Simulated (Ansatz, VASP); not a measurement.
**CsSnI3 in VASP and in Ansatz**

The input INCAR:

```
SYSTEM = CsSnI3
PREC = Accurate ; ENCUT = 520
EDIFF = 1E-6 ; ISMEAR = -1
SIGMA = 0.05 ; LREAL = .FALSE.
LASPH = .TRUE. ; NELM = 80
ALGO = Normal ; ISIF = 2
LWAVE = .FALSE. ; LCHARG = .FALSE.
GGA = B5 ; ALDAX = 1.0
AGGAX = 1.0 ; AGGAC = 1.0
ALDAC = 0.0 ; NBANDS = 30
```

KPOINTS

```
Automatic mesh
0
G
  5 5 5
  0 0 0
```

POSCAR

```
CsSnI3
1.0
    6.2057000000      0.0000000000      0.0000000000
    0.0000000000      6.2057000000      0.0000000000
    0.0000000000      0.0000000000      6.2057000000
Cs I Sn
1 3 1
Direct
    0.0000000000      0.0000000000      0.0000000000
    0.5000000000      0.5000000000      0.0000000000
    0.5000000000      0.0000000000      0.5000000000
    0.0000000000      0.5000000000      0.5000000000
    0.5000000000      0.5000000000      0.5000000000
```

input.yaml

```yaml
crystal:
  lattice:
    - [6.2057, 0.0, 0.0]
    - [0.0, 6.2057, 0.0]
    - [0.0, 0.0, 6.2057]
  atoms:
    - { symbol: Cs, position: [0.0, 0.0, 0.0] }
    - { symbol: I, position: [0.5, 0.5, 0.0] }
    - { symbol: I, position: [0.5, 0.0, 0.5] }
    - { symbol: I, position: [0.0, 0.5, 0.5] }
    - { symbol: Sn, position: [0.5, 0.5, 0.5] }
hamiltonian:
  xc: blyp
  pseudopotentials: { kind: paw }
kpoints:
  mp_grid: { grid: [5, 5, 5] }
  band_path:
    path:
      - [[0.0, 0.0, 0.0], [0.0, 0.5, 0.0], [0.5, 0.5, 0.0], [0.0, 0.0, 0.0], [0.5, 0.5, 0.5], [0.0, 0.5, 0.0]]
      - [[0.5, 0.5, 0.0], [0.5, 0.5, 0.5]]
    npoints: 14
scf:
  occupations: { method: fermi_dirac, width: 0.05 }
  n_extra_bands: 12
output:
  forces: true
  stress: true
  eigenvalues: true
  fatbands: false
```

Alike in both runs: functional BLYP; k mesh 5 × 5 × 5; occupations fermi-dirac, width 0.05 eV; no spin polarisation.

|  | VASP | Ansatz |
| --- | --- | --- |
| version | VASP 6.6.1 | Ansatz 0.2.0 |
| potentials or method | VASP PAW PBE potentials, release 64 (Cs_sv, I, Sn_d) | Ansatz PAW |
| plane-wave cutoff (eV) | 520 | 420 |
| valence electrons in the cell | 44 | 74 |
| task | single point | band structure |

|  | VASP | Ansatz | Ansatz less VASP |
| --- | --- | --- | --- |
| pressure (GPa) | 2.0 | 2.0 | -0.03 |

VASP's potentials were made for PBE, not for BLYP. VASP's potentials hold 44 valence electrons a cell and Ansatz's 74, so a difference there can come from the potentials and not from the codes.

Spin-orbit coupling is off throughout.
